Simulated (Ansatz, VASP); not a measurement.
**Two plane-wave programs on SrCrBr2**

```xyz
4
Lattice="2.1023 1.2138 7.5460 -2.1023 1.2138 7.5460 0.0000 -2.4275 7.5460" Properties=species:S:1:pos:R:3 pbc="T T T"
Sr    0.0000    0.0000    0.0000
Cr    0.0000    0.0000   11.3189
Br    0.0000    0.0000    5.2596
Br    0.0000    0.0000   17.3783
```

Alike in both runs: functional PBE; k mesh 6 × 6 × 6; occupations gaussian, width 0.1 eV; collinear spin.

Ansatz relaxed the structure, and its values are those at the end. VASP's run is a single point on that final structure, the one shown.

```csv
,VASP,Ansatz
version,VASP 6.6.1,Ansatz 0.2.0
potentials or method,"VASP PAW PBE potentials, release 64 (Sr_sv, Cr_pv, Br), cutoff 520 eV","scalar-relativistic, plane waves, PAW"
valence electrons in the cell,36,38
```

VASP gave:

```
gap on the k mesh at the Fermi level (eV)                     : none
pressure (GPa)                                                : 0.1
rms of the force components (eV/Å)                            : 0.005
net moment per atom (μB)                                      : 1.07
size of the moment on the site where the two differ most (μB) : 0.12
```

Problem. What did Ansatz give for the same quantities?

Solution. gap on the k mesh at the Fermi level (eV): none; pressure (GPa): 0.1; rms of the force components (eV/Å): 0.003; net moment per atom (μB): 1.07; size of the moment on the site where the two differ most (μB): 0.15.

Site moments also hang on the region over which each program counts them. A gap of «none» marks a metal or a gap that the smearing closes. VASP's potentials hold 36 valence electrons a cell and Ansatz's 38, so a difference there can come from the potentials and not from the codes.
